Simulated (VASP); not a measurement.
# AlCo (NiAs type) (P6_3/mmc) in VASP: further runs

Runs on AlCo (NiAs type). Level: PBE. Tasks: single point.

All numbers are computed with VASP 6.6.1; they aren't measurements. Logs are shortened: lines on timing, memory, paths and dates and some standing lists are left out, and cuts for length are marked.

## Step 1: The cell of the first run

Symmetry: P6_3/mmc, No. 194, hexagonal system. Conventional cell: a = 2.669 Å, b = 2.669 Å, c = 7.492 Å, α = 90.00°, β = 90.00°, γ = 120.00°. Co (site symmetry -3m) has 6 Al at 2.43 Å and 6 Co at 2.67 Å within 3.2 Å. Within 3.2 Å of Al (site symmetry -6m2) lie 6 Co at 2.43 Å and 6 Al at 2.67 Å.

## Step 2: Single point, PBE

INCAR reads:

```
ALGO = Normal
EDIFF = 1E-6
ENCUT = 520
GGA = PE
ISIF = 2
ISMEAR = -1
LASPH = T
LCHARG = F
LREAL = F
LWAVE = F
NBANDS = 20
NELM = 60
PREC = Accurate
SIGMA = 0.1
```

KPOINTS reads:

```
k-points
0
Gamma
  11 11 6
```

POSCAR reads:

```
AlCo
1.0
    2.6691995558      0.0000000000      0.0000000000
   -1.3345997779      2.3115946231      0.0000000000
    0.0000000000      0.0000000000      7.4915250831
Co Al
2 2
Direct
    0.0000000000      0.0000000000      0.0000000000
    0.0000000000      0.0000000000      0.5000000000
    0.3333333333      0.6666666667      0.2500000000
    0.6666666667      0.3333333333      0.7500000000
```

Potentials or basis: VASP PAW PBE potentials, release 64 (Co, Al).

Started as:

```bash
$ cat potpaw_PBE.64/Co/POTCAR potpaw_PBE.64/Al/POTCAR > POTCAR
$ mpirun -np 1 vasp_std > vasp.out
```

OUTCAR:

```text
EDIFF = 1E-6
   ENCUT = 520
   GGA = PE
   ISIF = 2
   ISMEAR = -1
   LASPH = T
   LREAL = F
   NELM = 60
   PREC = Accurate

 ion  position               nearest neighbor table
   1  0.000  0.000  0.000-   3 2.43   4 2.43   4 2.43   3 2.43   4 2.43   3 2.43
   2  0.000  0.000  0.500-   3 2.43   4 2.43   4 2.43   3 2.43   4 2.43   3 2.43
   3  0.333  0.667  0.250-   1 2.43   2 2.43   1 2.43   2 2.43   1 2.43   2 2.43
   4  0.667  0.333  0.750-   1 2.43   2 2.43   1 2.43   2 2.43   1 2.43   2 2.43

  LATTYP: Found a hexagonal cell.
 ALAT       =     2.6691995558
 C/A-ratio  =     2.8066560504

  Lattice vectors:

 A1 = (   2.6691995558,   0.0000000000,   0.0000000000)
 A2 = (  -1.3345997779,   2.3115946231,   0.0000000000)
 A3 = (   0.0000000000,   0.0000000000,   7.4915250831)

Analysis of symmetry for initial positions (statically):
=====================================================================
 Subroutine PRICEL returns:
 Original cell was already a primitive cell.

 Routine SETGRP: Setting up the symmetry group for a
 hexagonal supercell.

 Subroutine GETGRP returns: Found 24 space group operations
 (whereof 12 operations were pure point group operations)
 out of a pool of 24 trial point group operations.

The static configuration has the point symmetry D_3d.
 The point group associated with its full space group is D_6h.

Analysis of symmetry for dynamics (positions and initial velocities):
=====================================================================
 Subroutine PRICEL returns:
 Original cell was already a primitive cell.

 Routine SETGRP: Setting up the symmetry group for a
 hexagonal supercell.

 Subroutine GETGRP returns: Found 24 space group operations
 (whereof 12 operations were pure point group operations)
 out of a pool of 24 trial point group operations.

The dynamic configuration has the point symmetry D_3d.
 The point group associated with its full space group is D_6h.

 Subroutine INISYM returns: Found 24 space group operations
 (whereof 12 operations are pure point group operations),
 and found     1 'primitive' translations

----------------------------------------------------------------------------------------

                                     Primitive cell

  volume of cell :      46.2235

  direct lattice vectors                    reciprocal lattice vectors
     2.669199556  0.000000000  0.000000000     0.374644150  0.216300901  0.000000000
    -1.334599778  2.311594623  0.000000000     0.000000000  0.432601802  0.000000000
     0.000000000  0.000000000  7.491525083     0.000000000  0.000000000  0.133484169

  length of vectors
     2.669199556  2.669199556  7.491525083     0.432601802  0.432601802  0.133484169

  position of ions in fractional coordinates (direct lattice)
     0.000000000  0.000000000  0.000000000
     0.000000000  0.000000000  0.500000000
     0.333333333  0.666666667  0.250000000
     0.666666667  0.333333333  0.750000000

  ion indices of the primitive-cell ions
   primitive index   ion index
                 1           1
                 2           2
                 3           3
                 4           4

----------------------------------------------------------------------------------------

 KPOINTS: k-points

Automatic generation of k-mesh.
 Grid dimensions read from file:
 generate k-points for:   11   11    6

 Generating k-lattice:

  Cartesian coordinates                     Fractional coordinates (reciprocal lattice)
     0.034058559  0.019663718  0.000000000     0.090909091  0.000000000  0.000000000
     0.000000000  0.039327437  0.000000000     0.000000000  0.090909091  0.000000000
     0.000000000  0.000000000  0.022247361     0.000000000  0.000000000  0.166666667

  Length of vectors
     0.039327437  0.039327437  0.022247361

  Shift w.r.t. Gamma in fractional coordinates (k-lattice)
     0.000000000  0.000000000  0.000000000

 Subroutine IBZKPT returns following result:
 ===========================================

 Found     64 irreducible k-points:

 Following reciprocal coordinates:
            Coordinates               Weight
  0.000000  0.000000  0.000000      1.000000
  0.090909 -0.000000  0.000000      6.000000
  0.181818 -0.000000  0.000000      6.000000
  0.272727 -0.000000  0.000000      6.000000
  0.363636 -0.000000  0.000000      6.000000
  0.454545 -0.000000  0.000000      6.000000
[... 16 lines left out ...]
  0.090909  0.090909  0.166667     12.000000
  0.181818  0.090909  0.166667     24.000000
 [... further k-points ...]
   k-points           NKPTS =     64   k-points in BZ     NKDIM =     64   number of bands    NBANDS=     20
   number of dos      NEDOS =    301   number of ions     NIONS =      4
   total plane-waves  NPLWV =  22400
   dimension x,y,z NGX =    20 NGY =   20 NGZ =   56
   dimension x,y,z NGXF=    40 NGYF=   40 NGZF=  112
   ions per type =               2   2
   NGX,Y,Z   is equivalent  to a cutoff of  12.46, 12.46, 12.43 a.u.
   NGXF,Y,Z  is equivalent  to a cutoff of  24.91, 24.91, 24.85 a.u.
 SYSTEM =  unknown system
   PREC   = accura    normal or accurate (medium, high low for compatibility)
   ISTART =      0    job   : 0-new  1-cont  2-samecut
   ICHARG =      2    charge: 1-file 2-atom 10-const
   ISPIN  =      1    spin polarized calculation?
   LNONCOLLINEAR =      F non collinear calculations
   LSORBIT =      F    spin-orbit coupling
   LASPH  =      T    aspherical Exc in radial PAW
   ENCUT  =  520.0 eV  38.22 Ry    6.18 a.u.   4.96  4.96 13.93*2*pi/ulx,y,z
   NELM   =     60;   NELMIN=  2; NELMDL= -5     # of ELM steps
   EDIFF  = 0.1E-05   stopping-criterion for ELM
   LREAL  =      F    real-space projection
   EDIFFG = 0.1E-04   stopping-criterion for IOM
   NSW    =      0    number of steps for IOM
   IBRION =     -1    ionic relax: 0-MD 1-quasi-New 2-CG
   NFREE  =      0    steps in history (QN), initial steepest desc. (CG)
   ISIF   =      2    stress and relaxation
   ISYM   =      2    0-nonsym 1-usesym 2-fastsym
   POTIM  = 0.5000    time-step for ionic-motion
   TEBEG  =    0.0;   TEEND  =   0.0 temperature during run
   PSTRESS=    0.0 pullay stress
   NELECT =      24.0000    total number of electrons
   NUPDOWN=      -1.0000    fix difference up-down
   EMIN   =  10.00;   EMAX   =-10.00  energy-range for DOS
   EFERMI =   0.00;   METHOD = LEGACY
   ISMEAR =    -1;   SIGMA  =   0.10  broadening in eV -4-tet -1-fermi 0-gaus
   EFERMI_NEDOS =   21; number of points for ismear=-14 and -15
   IALGO  =     38    algorithm
   IMIX   =      4    mixing-type and parameters
     AMIX     =   0.40;   BMIX     =  1.00
     AMIX_MAG =   1.60;   BMIX_MAG =  1.00
  volume/ion in A,a.u.               =      11.56        77.98
  Fermi-wavevector in a.u.,A,eV,Ry     =   1.315803  2.486507 23.556283  1.731338
  Thomas-Fermi vector in A             =   2.445960
   LORBIT       =      0    0 simple, 1 ext, 2 COOP (PROOUT), +10 PAW based schemes
   GGA     = PE    functional components
   LHFCALC =     F    Hartree Fock is set to
   AEXX    =    0.0000 exact exchange contribution
   IVDW    =     0    specifies the selected vdW correction
   LEPSILON=     F    determine dielectric tensor
   LRPA    =     F    only Hartree local field effects (RPA)
 non-spin polarized calculation
  energy-cutoff  :      520.00
  volume of cell :       46.22
 maximum number of plane-waves:      1267
 NGX is ok and might be reduce to    20
   NGX =  9   NGY =  9   NGZ = 27

 number of electron      24.0000000 magnetization

 Free energy of the ion-electron system (eV)
  ---------------------------------------------------
  ext. energy  EPLUGINS =         0.00000000
  ---------------------------------------------------
  free energy    TOTEN  =       -22.82590792 eV

  energy without entropy =      -22.71089442  energy(sigma->0) =      -22.76840117

 E-fermi :  10.4111     XC(G=0): -12.2711

 val. band max:       10.4056515950   @ k =   0.3636   0.1818   0.3333
 cond. band min:      10.4217746305   @ k =   0.2727  -0.0000   0.5000
 fundamental gap:      0.0161230355
 Fermi energy:        10.4110785117

 k-point     1 :       0.0000    0.0000    0.0000
  band No.  band energies     occupation
      1      -0.6660      2.00000
      2       1.1971      2.00000
      3       3.1969      2.00000
      4       6.9715      2.00000
      5       8.6030      2.00000
      6       8.9883      2.00000
[... 12 lines left out ...]
     19      25.4263      0.00000
     20      25.4263      0.00000

 k-point     2 :       0.0909   -0.0000    0.0000
  band No.  band energies     occupation
      1      -0.4334      2.00000
      2       1.3930      2.00000
      3       3.4410      2.00000
      4       7.1122      2.00000
      5       8.6495      2.00000
      6       8.6748      2.00000
[... 12 lines left out ...]
     19      23.0064      0.00000
     20      24.3421      0.00000

 k-point     3 :       0.1818   -0.0000    0.0000
  band No.  band energies     occupation
      1       0.2553      2.00000
      2       1.9713      2.00000
      3       4.1516      2.00000
      4       7.4634      2.00000
      5       8.1640      2.00000
      6       8.6156      2.00000
[... 12 lines left out ...]
     19      21.6986      0.00000
     20      23.1687      0.00000

 k-point     4 :       0.2727   -0.0000    0.0000
  band No.  band energies     occupation
      1       1.3703      2.00000
      2       2.8997      2.00000
      3       5.2373      2.00000
      4       7.7377      2.00000
      5       7.7927      2.00000
      6       8.3652      2.00000
[... 429 lines left out ...]
 k-point    23 :       0.0909    0.0909    0.1667
  band No.  band energies     occupation
      1       0.0986      2.00000
      2       1.5445      2.00000
      3       4.2523      2.00000
      4       7.1635      2.00000
      5       8.3264      2.00000
      6       8.6631      2.00000
[... 12 lines left out ...]
     19      21.8920      0.00000
     20      22.3297      0.00000

 k-point    24 :       0.1818    0.0909    0.1667
  band No.  band energies     occupation
      1       0.9981      2.00000
      2       2.3342      2.00000
      3       5.1065      2.00000
      4       7.5036      2.00000
      5       8.0414      2.00000
      6       8.3814      2.00000
[... 12 lines left out ...]
     19      20.4462      0.00000
     20      21.7092      0.00000

 [... further k-points ...]
[... 5 lines left out ...]
  --------------------------------------------------------------------------------------
  -------------------------------------------------------------------------------------
  Total        2.9042691      2.9042691      2.7802577      0.0000000     -0.0000000      0.0000000
  in kB      100.6663869    100.6663869     96.3679632      0.0000000     -0.0000000      0.0000000
  external PRESSURE =      99.2335790 kB  Pullay stress =       0.0000000 kB

 VOLUME and BASIS-vectors are now :
 -----------------------------------------------------------------------------
  energy-cutoff  :      520.00
  volume of cell :       46.22
      direct lattice vectors                 reciprocal lattice vectors
     2.669199556  0.000000000  0.000000000     0.374644150  0.216300901  0.000000000
    -1.334599778  2.311594623  0.000000000     0.000000000  0.432601802  0.000000000
     0.000000000  0.000000000  7.491525083     0.000000000  0.000000000  0.133484169

 POSITION                                       TOTAL-FORCE (eV/Angst)
 -----------------------------------------------------------------------------------
      0.00000      0.00000      0.00000         0.000000      0.000000      0.000000
      0.00000      0.00000      3.74576         0.000000      0.000000      0.000000
     -0.00000      1.54106      1.87288         0.000000     -0.000000     -0.000000
      1.33460      0.77053      5.61864        -0.000000     -0.000000      0.000000
 -----------------------------------------------------------------------------------
    total drift:                               -0.000000      0.000000      0.000000

  FREE ENERGIE OF THE ION-ELECTRON SYSTEM (eV)
  ---------------------------------------------------
  free  energy   TOTEN  =       -22.8259079158 eV

  energy  without entropy=      -22.7108944160  energy(sigma->0) =      -22.76840117
```

Wall time 74 s (1 thread of Intel Xeon Platinum 8259CL at 2.50GHz (Skylake/Cascade Lake), shared host); peak memory 0.19 GiB.

Results:

```yaml
Free_energy: -22.8259 eV
Pressure: 9.9 GPa
Band_gap_on_the_k_mesh: zero (band 12 reaches 11.18 eV, above the bottom of band 13 at 9.74 eV)
```

Stress tensor (GPa, compression positive):
```
10.07  0.00  0.00
 0.00 10.07  0.00
 0.00  0.00  9.64
```

## Step 3: Single point, PBE

INCAR reads:

```
SYSTEM = AlCo
PREC = Accurate
ENCUT = 520
EDIFF = 1E-6
ISMEAR = -1
SIGMA = 0.1
LREAL = .False.
LASPH = .True.
NELM = 60
ALGO = Normal
ISIF = 2
LWAVE = .False.
LCHARG = .True.
GGA = PE
LELF = .True.
LVHAR = .True.
NBANDS = 20
```

KPOINTS reads:

```
Automatic mesh
0
Gamma
  11 11 6
  0 0 0
```

POSCAR is that of step 2.

Potentials or basis: VASP PAW PBE potentials, release 64 (Co, Al).

Started as:

```bash
$ cat potpaw_PBE.64/Co/POTCAR potpaw_PBE.64/Al/POTCAR > POTCAR
$ mpirun -np 1 vasp_std > vasp.out
```

OUTCAR:

```text
SYSTEM = AlCo
   PREC = Accurate
   ENCUT = 520
   EDIFF = 1E-6
   ISMEAR = -1
   LREAL = .False.
   LASPH = .True.
   NELM = 60
   ISIF = 2
   GGA = PE

 ion  position               nearest neighbor table
   1  0.000  0.000  0.000-   3 2.43   4 2.43   4 2.43   3 2.43   4 2.43   3 2.43
   2  0.000  0.000  0.500-   3 2.43   4 2.43   4 2.43   3 2.43   4 2.43   3 2.43
   3  0.333  0.667  0.250-   1 2.43   2 2.43   1 2.43   2 2.43   1 2.43   2 2.43
   4  0.667  0.333  0.750-   1 2.43   2 2.43   1 2.43   2 2.43   1 2.43   2 2.43

  LATTYP: Found a hexagonal cell.
 ALAT       =     2.6691995558
 C/A-ratio  =     2.8066560504

  Lattice vectors:

 A1 = (   2.6691995558,   0.0000000000,   0.0000000000)
 A2 = (  -1.3345997779,   2.3115946231,   0.0000000000)
 A3 = (   0.0000000000,   0.0000000000,   7.4915250831)

Analysis of symmetry for initial positions (statically):
=====================================================================
 Subroutine PRICEL returns:
 Original cell was already a primitive cell.

 Routine SETGRP: Setting up the symmetry group for a
 hexagonal supercell.

 Subroutine GETGRP returns: Found 24 space group operations
 (whereof 12 operations were pure point group operations)
 out of a pool of 24 trial point group operations.

The static configuration has the point symmetry D_3d.
 The point group associated with its full space group is D_6h.

Analysis of symmetry for dynamics (positions and initial velocities):
=====================================================================
 Subroutine PRICEL returns:
 Original cell was already a primitive cell.

 Routine SETGRP: Setting up the symmetry group for a
 hexagonal supercell.

 Subroutine GETGRP returns: Found 24 space group operations
 (whereof 12 operations were pure point group operations)
 out of a pool of 24 trial point group operations.

The dynamic configuration has the point symmetry D_3d.
[... 116 lines left out ...]
   NUPDOWN=      -1.0000    fix difference up-down
   EMIN   =  10.00;   EMAX   =-10.00  energy-range for DOS
   EFERMI =   0.00;   METHOD = LEGACY
   ISMEAR =    -1;   SIGMA  =   0.10  broadening in eV -4-tet -1-fermi 0-gaus
   EFERMI_NEDOS =   21; number of points for ismear=-14 and -15
   IALGO  =     38    algorithm
   IMIX   =      4    mixing-type and parameters
     AMIX     =   0.40;   BMIX     =  1.00
     AMIX_MAG =   1.60;   BMIX_MAG =  1.00
  volume/ion in A,a.u.               =      11.56        77.98
  Fermi-wavevector in a.u.,A,eV,Ry     =   1.315803  2.486507 23.556283  1.731338
  Thomas-Fermi vector in A             =   2.445960
   LORBIT       =      0    0 simple, 1 ext, 2 COOP (PROOUT), +10 PAW based schemes
   GGA     = PE    functional components
   LHFCALC =     F    Hartree Fock is set to
   AEXX    =    0.0000 exact exchange contribution
   IVDW    =     0    specifies the selected vdW correction
   LEPSILON=     F    determine dielectric tensor
   LRPA    =     F    only Hartree local field effects (RPA)
 non-spin polarized calculation
  energy-cutoff  :      520.00
  volume of cell :       46.22
 maximum number of plane-waves:      1267
 NGX is ok and might be reduce to    20
   NGX =  9   NGY =  9   NGZ = 27

 number of electron      24.0000000 magnetization

 Free energy of the ion-electron system (eV)
  ---------------------------------------------------
  ext. energy  EPLUGINS =         0.00000000
  ---------------------------------------------------
  free energy    TOTEN  =       -22.82590792 eV

  energy without entropy =      -22.71089442  energy(sigma->0) =      -22.76840117

 E-fermi :  10.4111     XC(G=0): -12.2711

 val. band max:       10.4056515950   @ k =   0.3636   0.1818   0.3333
 cond. band min:      10.4217746305   @ k =   0.2727  -0.0000   0.5000
 fundamental gap:      0.0161230355
 Fermi energy:        10.4110785117

 k-point     1 :       0.0000    0.0000    0.0000
  band No.  band energies     occupation
      1      -0.6660      2.00000
      2       1.1971      2.00000
      3       3.1969      2.00000
      4       6.9715      2.00000
      5       8.6030      2.00000
      6       8.9883      2.00000
[... 541 lines left out ...]
     19      20.4462      0.00000
     20      21.7092      0.00000

 [... further k-points ...]
[... 5 lines left out ...]
  --------------------------------------------------------------------------------------
  -------------------------------------------------------------------------------------
  Total        2.9042691      2.9042691      2.7802577      0.0000000     -0.0000000      0.0000000
  in kB      100.6663869    100.6663869     96.3679632      0.0000000     -0.0000000      0.0000000
  external PRESSURE =      99.2335790 kB  Pullay stress =       0.0000000 kB

 VOLUME and BASIS-vectors are now :
 -----------------------------------------------------------------------------
  energy-cutoff  :      520.00
  volume of cell :       46.22
      direct lattice vectors                 reciprocal lattice vectors
     2.669199556  0.000000000  0.000000000     0.374644150  0.216300901  0.000000000
    -1.334599778  2.311594623  0.000000000     0.000000000  0.432601802  0.000000000
     0.000000000  0.000000000  7.491525083     0.000000000  0.000000000  0.133484169

 POSITION                                       TOTAL-FORCE (eV/Angst)
 -----------------------------------------------------------------------------------
      0.00000      0.00000      0.00000         0.000000      0.000000      0.000000
      0.00000      0.00000      3.74576         0.000000      0.000000      0.000000
     -0.00000      1.54106      1.87288         0.000000     -0.000000     -0.000000
      1.33460      0.77053      5.61864        -0.000000     -0.000000      0.000000
 -----------------------------------------------------------------------------------
    total drift:                               -0.000000      0.000000      0.000000

  FREE ENERGIE OF THE ION-ELECTRON SYSTEM (eV)
  ---------------------------------------------------
  free  energy   TOTEN  =       -22.8259079158 eV

  energy  without entropy=      -22.7108944160  energy(sigma->0) =      -22.76840117
```

stdout:

```text
POSCAR found type information on POSCAR CoAl
 POSCAR found :  2 types and       4 ions
 scaLAPACK will be used
 LDA part: xc-table for (Slater+PW92), standard interpolation
 POSCAR, INCAR and KPOINTS ok, starting setup
 FFT: planning ... GRIDC
 FFT: planning ... GRID_SOFT
 FFT: planning ... GRID
 WAVECAR not read
 entering main loop
```

Run time: 78 s. Hardware: 1 thread of Intel Xeon Platinum 8259CL at 2.50GHz (Skylake/Cascade Lake), shared host; peak memory 0.19 GiB.

What came out:

| Quantity | Value |
| --- | --- |
| Free energy | -22.8259 eV |
| Pressure | 9.9 GPa |
| Band gap on the k mesh | zero (band 12 reaches 11.18 eV, above the bottom of band 13 at 9.74 eV) |

Levels at points of the mesh, in eV from the Fermi level:
```tsv
k point	band 9	band 10	band 11	band 12	band 13	band 14	band 15	band 16
(0.00, 0.00, 0.00)	-1.41	-1.25	-0.66	-0.66	-0.55	-0.55	4.00	10.51
(0.00, 0.00, 0.50)	-1.42	-1.42	-0.61	-0.61	-0.61	-0.61	7.00	7.00
```

Spin polarisation is off, so any magnetic state and its effect on volume and gap are missing.
